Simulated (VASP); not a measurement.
Hf2B3:

```xyz
5
Lattice="3.8685 0.0000 0.0000 -1.9342 3.3502 0.0000 0.0000 0.0000 3.9232" Properties=species:S:1:pos:R:3 pbc="T T T"
Hf    0.0000    2.2335    1.9616
Hf    1.9342    1.1167    1.9616
B     0.0000    0.0000    3.1305
B     0.0000    0.0000    0.7927
B     0.0000    0.0000    1.9616
```

* Program: VASP 6.6.1
* Task: relaxation of cell and atoms
* Functional: PBE
* Potentials or basis: VASP PAW PBE potentials, release 64 (Hf_pv, B)
* Cutoff: 600 eV
* k mesh: 6 × 6 × 4
* Occupations: gaussian, width 0.1 eV
* Spin: no spin polarisation

At the start: pressure 139.3 GPa; volume 10.17 Å³/atom.

Where does the relaxation end?

Over 18 steps the energy falls by 2453.2 meV/atom and the volume is 16.56 Å³/atom (+62.8 %); space group P6/mmm (No. 191, to 0.05 Å).

Step by step:
```tsv
step	energy change (eV)	largest force (eV/Å)	pressure (GPa)	volume (Å³)
1	0.0000	26.6795	139.33	50.84
2	-4.8236	2.1976	-15.79	145.83
3	-4.1434	14.2128	-9.67	134.17
4	-4.9675	4.4226	-14.74	141.97
5	-4.9132	6.5714	-13.64	139.54
6	-9.4242	0.1222	-15.10	104.16
7	-9.9060	1.8941	-4.97	91.68
8	-9.9225	1.1878	-8.63	94.82
9	-10.3768	10.7215	17.52	75.19
10	-10.9812	5.7558	3.18	82.47
11	-12.0120	2.6331	9.39	76.74
12	-12.0113	2.4914	9.57	76.64
13	-12.2056	2.0047	1.41	81.49
14	-12.2302	0.9560	3.18	80.20
15	-12.2629	0.0981	0.17	82.44
16	-12.2629	0.0594	0.28	82.35
17	-12.2657	0.0211	0.10	82.62
18	-12.2662	0.0021	0.02	82.79
```

Final structure:
```
CELL_PARAMETERS angstrom
4.51448 0.00000 0.00000
-2.25724 3.90965 0.00000
0.00000 0.00000 4.69060
ATOMIC_POSITIONS crystal
Hf 0.33333 0.66667 0.50000
Hf 0.66667 0.33333 0.50000
B 0.00000 0.00000 0.16785
B 0.00000 0.00000 0.83215
B 0.00000 0.00000 0.50000
```

Caveat: the k points lie up to 0.33 Å⁻¹ apart in the final cell; the volume moved by over 15 % at a fixed basis, so the end points are rough.
